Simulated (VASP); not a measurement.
Ti3Ag, 4 atoms in the cell. The structure is cubic, space group Pm-3m (No. 221). The conventional cell has a = 4.015 Å, b = 4.015 Å, c = 4.015 Å, α = 90.00°, β = 90.00°, γ = 90.00°. Within 3.7 Å of Ag (site symmetry m-3m) lie 12 Ti at 2.84 Å. Ti (site symmetry 4/mmm) has 4 Ag at 2.84 Å and 8 Ti at 2.84 Å within 3.7 Å.  This cell differs from its parent crystal: volume scaled by 0.94.

- Program: VASP 6.6.1
- Task: single point
- Functional: PBEsol
- Potentials or basis: VASP PAW PBE potentials, release 64 (Ag, Ti_sv)
- Cutoff: 520 eV
- k mesh: 7 × 7 × 7
- Occupations: fermi-dirac, width 0.05 eV
- Spin: no spin polarisation
- Dipole correction: no
- Further INCAR settings: ALGO = Normal; EDIFF = 1e-06; NBANDS = 32

Potentials or basis: VASP PAW PBE potentials, release 64 (Ag, Ti_sv).

Run with:

```console
$ cat potpaw_PBE.64/Ag/POTCAR potpaw_PBE.64/Ti_sv/POTCAR > POTCAR
$ mpirun -np 1 vasp_std > vasp.out
```

Hardware: 1 thread of Intel(R) Xeon(R) Platinum 8259CL CPU @ 2.50GHz (Skylake/Cascade Lake), on a shared host.

Problem. How long does it take, and how much memory?

Solution. Wall time 38 s on 1 thread of Intel(R) Xeon(R) Platinum 8259CL CPU @ 2.50GHz (Skylake/Cascade Lake) (shared host), peak memory 0.18 GiB. Counts: scf iterations 14, k points 20.
